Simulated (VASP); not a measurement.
The system is NbSnSe4.

```xyz
12
Lattice="6.1000 0.0000 0.0000 0.0000 7.5000 0.0000 -0.0572 0.0000 6.5498" Properties=species:S:1:pos:R:3 pbc="T T T"
Nb   -0.0143    1.3500    1.6374
Nb   -0.0429    6.1500    4.9123
Sn    3.0071    2.5500    4.9123
Sn    3.0357    4.9500    1.6374
Se    4.5077    2.8500    0.7205
Se    1.5637    2.8500    2.5544
Se    1.2894    0.8250    6.0258
Se    4.7248    0.8250    3.7989
Se    4.4791    4.6500    3.9953
Se    1.5351    4.6500    5.8293
Se    1.3180    6.6750    2.7509
Se    4.7534    6.6750    0.5240
```

```yaml
Program: VASP 6.6.1
Task: relaxation of cell and atoms
Functional: PBE
Potentials_or_basis: VASP PAW PBE potentials, release 64 (Nb_sv, Sn_d, Se)
Cutoff: 500 eV
k_mesh: 2 × 2 × 2
Occupations: gaussian, width 0.15 eV
Spin: no spin polarisation
```

At the start: pressure 5.4 GPa; volume 24.97 Å³/atom.

**Question.** Where does the relaxation end?

**Answer.** Over 13 steps the energy falls by 82.6 meV/atom and the volume is 27.11 Å³/atom (+8.6 %); space group P2/c (No. 13, to 0.1 Å) before and after.

Step by step:
| step | energy change (eV) | largest force (eV/Å) | pressure (GPa) | volume (Å³) |
| --- | --- | --- | --- | --- |
| 1 | 0.0000 | 1.7536 | 5.41 | 299.65 |
| 2 | -0.4621 | 0.9569 | -3.29 | 337.68 |
| 3 | -0.6032 | 0.8921 | -0.88 | 324.21 |
| 4 | -0.8243 | 0.4478 | -0.33 | 324.12 |
| 5 | -0.8963 | 0.2355 | 0.39 | 324.00 |
| 6 | -0.9173 | 0.2128 | -0.19 | 327.40 |
| 7 | -0.9182 | 0.2083 | -0.32 | 328.23 |
| 8 | -0.9335 | 0.1629 | -0.07 | 327.23 |
| 9 | -0.9433 | 0.2720 | 0.38 | 325.54 |
| 10 | -0.9521 | 0.2244 | 0.23 | 326.00 |
| 11 | -0.9652 | 0.1417 | -0.20 | 327.36 |
| 12 | -0.9748 | 0.1230 | -0.17 | 326.85 |
| 13 | -0.9916 | 0.0694 | -0.07 | 325.32 |

Final structure:
```
Nb Sn Se
1.0
     6.16545    0.00000   -0.08356
     0.00000    7.98169    0.00000
    -0.14629    0.00000    6.61271
Nb Sn Se
2 2 8
Cartesian
  -0.0366 1.3668 1.6532
  -0.1097 6.6149 4.9595
  2.9730 2.4916 4.9177
  3.0462 5.4901 1.6114
  4.5985 3.0431 0.6499
  1.4938 3.0431 2.5729
  1.1875 0.7192 6.1711
  4.7585 0.7192 3.6644
  4.5254 4.9386 3.9563
  1.4206 4.9386 5.8792
  1.2606 7.2624 2.8648
  4.8317 7.2624 0.3580
```

Caveat: the k points lie up to 0.51 Å⁻¹ apart in the final cell; the relaxation stopped at a loose force limit of 0.08 eV/Å, so its end isn't a converged minimum.
